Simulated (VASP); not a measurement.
The system is Cu.

```
Cu
1.0
     0.00000   -1.80750   -1.80750
     0.00000    1.80750   -1.80750
     3.61500    0.00000    0.00000
Cu
2
Direct
  0.50000 0.50000 0.50000
  0.00000 0.00000 0.00000
```

Base run:

* Program: VASP 6.6.1
* Functional: PBE
* Potentials or basis: VASP PAW PBE potentials, release 64 (Cu)
* Cutoff: 520 eV
* k mesh: 18 × 18 × 14
* Occupations: gaussian, width 0.15 eV
* Spin: no spin polarisation

Its results: band gap on the k mesh zero (band 11 reaches 13.79 eV, above the bottom of band 12 at 5.65 eV); pressure 2.8 GPa.

Question: The run is repeated on the same cell with these changes: potentials or basis from VASP PAW PBE potentials, release 64 (Cu) to VASP PAW PBE potentials, release 64 (Cu_sv_GW); cutoff from 520 eV to 700 eV; further incar settings from ALGO = Fast; EDIFF = 1e-06; NBANDS = 18 to ALGO = Normal; EDIFF = 1e-06; NBANDS = 26; valence electrons from 22 to 38. What comes out?

Answer: Band gap on the k mesh zero (band 19 reaches 13.76 eV, above the bottom of band 20 at 5.70 eV); pressure -3.3 GPa.
